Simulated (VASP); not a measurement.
Hg, 1 atom in the cell. It takes space group R-3m (No. 166, trigonal). Conventional cell: a = 3.460 Å, b = 3.460 Å, c = 6.702 Å, α = 90.00°, β = 90.00°, γ = 120.00°. Hg (site symmetry -3m) has 12 Hg at 3.00 to 3.46 Å within 3.9 Å. 

- Program: VASP 6.6.1
- Task: single point
- Functional: PBE
- Potentials or basis: VASP PAW PBE potentials, release 64 (Hg)
- Cutoff: 520 eV
- k mesh: 12 × 12 × 12
- Occupations: fermi-dirac, width 0.03 eV
- Spin: no spin polarisation
- Dipole correction: no
- k mesh for the DOS: 18 × 18 × 18
- Occupations for the DOS: tetrahedron
- Further INCAR settings: ALGO = Normal; EDIFF = 1e-06

Potentials or basis: VASP PAW PBE potentials, release 64 (Hg).

Run with:

```sh
$ cat potpaw_PBE.64/Hg/POTCAR > POTCAR
$ cp INCAR.step1 INCAR
$ cp KPOINTS.step1 KPOINTS
$ mpirun -np 1 vasp_std > vasp.out
$ cp INCAR.step2 INCAR
$ cp KPOINTS.step2 KPOINTS
$ mpirun -np 1 vasp_std > vasp.out
```

Hardware: 1 thread of Intel(R) Xeon(R) Platinum 8488C (Sapphire Rapids) (shared host).

Question: How long does it take, and how much memory?

Answer: It took 38 s on 1 thread of Intel(R) Xeon(R) Platinum 8488C (Sapphire Rapids) (shared host), peak memory 0.25 GiB. Counts: k points 580.
